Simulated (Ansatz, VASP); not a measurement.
# GaSb in VASP and in Ansatz

Contents of INCAR:

```
PREC = Accurate
ENCUT = 520
EDIFF = 1E-6
ISMEAR = -1
SIGMA = 0.08
LREAL = F
LASPH = T
NELM = 100
ALGO = Normal
ISIF = 2
LWAVE = F
LCHARG = T
LELF = T
LVHAR = T
NBANDS = 16
```

The input KPOINTS:

```
regular mesh
0
Gamma
  9 9 9
```

Contents of POSCAR:

```
GaSb
1.0
    0.0000000000      3.1080583506      3.1080583506
    3.1080583506      0.0000000000      3.1080583506
    3.1080583506      3.1080583506      0.0000000000
Ga Sb
1 1
Direct
    0.0000000000      0.0000000000      0.0000000000
    0.2500000000      0.2500000000      0.2500000000
```

Input for Ansatz:

```yaml
crystal:
  lattice:
    - [0.0, 3.1080583506, 3.1080583506]
    - [3.1080583506, 0.0, 3.1080583506]
    - [3.1080583506, 3.1080583506, 0.0]
  atoms:
    - { symbol: Ga, position: [0.0, 0.0, 0.0] }
    - { symbol: Sb, position: [0.25, 0.25, 0.25] }
kpoints:
  mp_grid: { grid: [9, 9, 9] }
  band_path:
    path:
      - [0.0, 0.0, 0.0]
      - [-0.5, -0.5, 0.0]
      - [-0.375, -0.375, 0.25]
      - [-0.375, 0.0, 0.375]
      - [0.0, 0.0, 0.0]
      - [0.0, 0.0, 0.5]
      - [-0.5, -0.25, 0.25]
      - [-0.5, -0.5, 0.0]
    npoints: 5
scf:
  occupations: { method: fermi_dirac, width: 0.08 }
hamiltonian:
  xc: lda
  pseudopotentials: { kind: all_electron, lapw: { basis_error: 0.001 } }
output:
  forces: true
  stress: true
  eigenvalues: true
```

Alike in both runs: task single point; functional LDA; k mesh 9 × 9 × 9; occupations fermi-dirac, width 0.08 eV; no spin polarisation.

|  | VASP | Ansatz |
| --- | --- | --- |
| version | VASP 6.6.1 | Ansatz 0.2.0 |
| potentials or method | VASP PAW LDA potentials, release 64 (Ga_d, Sb), cutoff 520 eV | all-electron LAPW, scalar-relativistic |

Ansatz gave:

| Quantity | Value |
| --- | --- |
| pressure (GPa) | -3.7 |

Estimate VASP's values.

pressure (GPa): -3.6.

LDA's correlation is that of Perdew and Zunger in VASP and of Perdew and Wang (1992) in Ansatz. Ansatz ran all-electron here, and VASP with PAW potentials.

Spin-orbit coupling is off throughout.
